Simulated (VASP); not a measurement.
The system is GaAs.

```
CELL_PARAMETERS angstrom
0.00000 2.74438 2.74438
2.74438 0.00000 2.74438
2.74438 2.74438 0.00000
ATOMIC_POSITIONS crystal
Ga 0.00000 0.00000 0.00000
As 0.25000 0.25000 0.25000
```

- Program: VASP 6.6.1
- Task: relaxation of cell and atoms
- Functional: PBEsol
- Potentials or basis: VASP PAW PBE potentials, release 64 (Ga_d, As)
- Cutoff: 600 eV
- k mesh: 6 × 6 × 6
- Occupations: fermi-dirac, width 0.03 eV
- Spin: no spin polarisation

At the start: pressure 8.1 GPa; volume 20.67 Å³/atom.

Problem. How do energy, volume and symmetry change on relaxing?

Solution. Over 3 steps the energy falls by 46.7 meV/atom and the volume is 22.69 Å³/atom (+9.8 %); space group F-43m (No. 216, to 0.05 Å).

The path:
| step | energy change (eV) | largest force (eV/Å) | pressure (GPa) | volume (Å³) |
| --- | --- | --- | --- | --- |
| 1 | 0.0000 | 0.0000 | 8.07 | 41.34 |
| 2 | -0.0668 | 0.0000 | -3.12 | 47.89 |
| 3 | -0.0935 | 0.0000 | -0.01 | 45.39 |

Final structure:
```yaml
crystal:
  lattice:
    - [0.00000, 2.83119, 2.83119]
    - [2.83119, 0.00000, 2.83119]
    - [2.83119, 2.83119, 0.00000]
  atoms:
    - { symbol: Ga, position: [0.00000, 0.00000, 0.00000] }
    - { symbol: As, position: [0.25000, 0.25000, 0.25000] }
```

Caveat: the PAW data sets were made with another functional, which shifts forces and pressure a little.
